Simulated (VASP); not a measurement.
CaO, 2 atoms in the cell. Symmetry: Fm-3m, No. 225, cubic system. The conventional cell has a = 4.813 Å, b = 4.813 Å, c = 4.813 Å, α = 90.00°, β = 90.00°, γ = 90.00°. Within 3.2 Å of Ca (site symmetry m-3m) lie 6 O at 2.41 Å. Within 3.2 Å of O (site symmetry m-3m) lie 6 Ca at 2.41 Å. 

* Program: VASP 6.6.1
* Task: relaxation of cell and atoms
* Functional: PBEsol
* Potentials or basis: VASP PAW PBE potentials, release 64 (Ca_sv, O)
* Cutoff: 600 eV
* k mesh: 8 × 8 × 8
* Occupations: gaussian, width 0.02 eV
* Spin: no spin polarisation
* Dipole correction: no
* Further INCAR settings: ALGO = Normal; EDIFF = 1e-06; IBRION = 2; EDIFFG = -0.005; NSW = 100; ISIF = 3

Potentials or basis: VASP PAW PBE potentials, release 64 (Ca_sv, O).

Command:

```sh
$ cat potpaw_PBE.64/Ca_sv/POTCAR potpaw_PBE.64/O/POTCAR > POTCAR
$ mpirun -np 1 vasp_std > vasp.out
```

Hardware: 1 thread of AMD EPYC 7R13 Processor (Zen 3) (shared host).

**Question.** How long does it take, and how much memory?

**Answer.** Wall time 29 s on 1 thread of AMD EPYC 7R13 Processor (Zen 3), on a shared host, peak memory 0.14 GiB. Counts: scf iterations 30, k points 29, ion steps 3.
